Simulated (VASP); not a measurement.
TaC: relaxation of cell and atoms with PBE

Crystal: TaC.

```
Ta C
1.0
     0.00000    2.22700    2.22700
     2.22700    0.00000    2.22700
     2.22700    2.22700    0.00000
Ta C
1 1
Direct
  0.00000 0.00000 0.00000
  0.50000 0.50000 0.50000
```

* Program: VASP 6.6.1
* Task: relaxation of cell and atoms
* Functional: PBE
* Potentials or basis: VASP PAW PBE potentials, release 64 (Ta_pv, C)
* Cutoff: 600 eV
* k mesh: 6 × 6 × 6
* Occupations: gaussian, width 0.1 eV
* Spin: no spin polarisation
* Dipole correction: no
* Further INCAR settings: ALGO = Normal; EDIFF = 1e-07; IBRION = 2; EDIFFG = -0.04; NSW = 90; ISIF = 3

- Relaxed volume: 11.22 Å³/atom
- Relaxed cell: a = 3.166 Å, b = 3.166 Å, c = 3.166 Å, α = 60.00°, β = 60.00°, γ = 60.00°
- Space group after relaxing (to 0.05 Å): Fm-3m (No. 225)
- Energy gained by relaxing: 2.9 meV/atom
- Ionic steps: 3
- Pressure after relaxing: -0.1 GPa

The path:
```tsv
step	energy change (eV)	largest force (eV/Å)	pressure (GPa)	volume (Å³)
1	0.0000	0.0000	5.29	22.09
2	0.0237	0.0000	-10.92	23.28
3	-0.0057	0.0000	-0.05	22.45
```

Final structure:
```
Ta C
1.0
     0.00000    2.23890    2.23890
     2.23890    0.00000    2.23890
     2.23890    2.23890    0.00000
Ta C
1 1
Direct
  0.00000 0.00000 0.00000
  0.50000 0.50000 0.50000
```

Levels at points of the mesh, in eV from the Fermi level:
| k point | band 5 | band 6 | band 7 | band 8 | band 9 | band 10 | band 11 |
| --- | --- | --- | --- | --- | --- | --- | --- |
| (0.00, 0.00, 0.00) | -1.23 | -1.23 | -1.23 | -0.45 | -0.45 | -0.45 | 0.72 |
| (0.50, 0.00, 0.00) | -8.58 | -5.35 | -5.35 | 2.74 | 2.74 | 3.69 | 5.40 |
| (0.50, 0.50, 0.00) | -4.57 | -4.39 | -1.73 | -1.73 | 2.63 | 4.09 | 4.09 |

Run time: 8.7 s on 1 thread of AMD EPYC 9R45 96-Core Processor (Zen 5) (shared host), peak memory 0.14 GiB.

Caveat: the k points lie up to 0.41 Å⁻¹ apart in the final cell; spin-orbit coupling is left out, which moves the levels of the heavy elements. Zero-point motion and thermal expansion aren't in these numbers.
